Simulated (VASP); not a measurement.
Input of a VASP 6.6.1 run:

Contents of INCAR:

```
PREC     = Accurate       # precision mode
ENCUT    = 600            # plane-wave cutoff, eV
EDIFF    = 1E-7           # SCF threshold, eV
ISMEAR   = -1             # smearing method
SIGMA    = 0.05           # smearing width, eV
LREAL    = False          # projectors in reciprocal space
LASPH    = True           # aspherical terms in the spheres
NELM     = 60             # most SCF steps
ALGO     = Normal         # electronic algorithm
ISIF     = 3              # what is computed and relaxed
LWAVE    = False          # write WAVECAR
LCHARG   = False          # write CHGCAR
GGA      = PE             # functional
IBRION   = 2              # ionic algorithm
NSW      = 60             # ionic steps
EDIFFG   = -0.01          # ionic threshold
PSTRESS  = 300.0
```

The input KPOINTS:

```
regular mesh
0
Gamma
  8 8 8
```

POSCAR

```
Ge
1.0
    0.0000000000      2.8289100000      2.8289100000
    2.8289100000      0.0000000000      2.8289100000
    2.8289100000      2.8289100000      0.0000000000
Ge
2
Direct
    0.7500000000      0.7500000000      0.7500000000
    0.5000000000      0.5000000000      0.5000000000
```

Potentials or basis: VASP PAW PBE potentials, release 64 (Ge_d).

The run is started by

```console
$ cat potpaw_PBE.64/Ge_d/POTCAR > POTCAR
$ mpirun -np 1 vasp_std > vasp.out
```

Task: Estimate the relaxed volume.

Result: 18.26 Å³/atom.

Task: Estimate the band gap on the k mesh.

Result: 0.22 eV (least direct gap 2.15 eV).

Task: What does it give for the relaxed cell?

Result: a = 3.724 Å, b = 3.724 Å, c = 3.724 Å, α = 60.00°, β = 60.00°, γ = 60.00°.

Final structure:
```yaml
crystal:
  lattice:
    - [0.00000, 2.63327, 2.63327]
    - [2.63327, 0.00000, 2.63327]
    - [2.63327, 2.63327, 0.00000]
  atoms:
    - { symbol: Ge, position: [0.75000, 0.75000, 0.75000] }
    - { symbol: Ge, position: [0.50000, 0.50000, 0.50000] }
```

Caveat: the cell is relaxed towards a set pressure, so the run minimises the enthalpy, not the energy; the volume moved by over 15 % at a fixed basis, so the end points are rough; semilocal functionals underestimate gaps, and a narrow one can read as zero. A k mesh can miss the band edges.
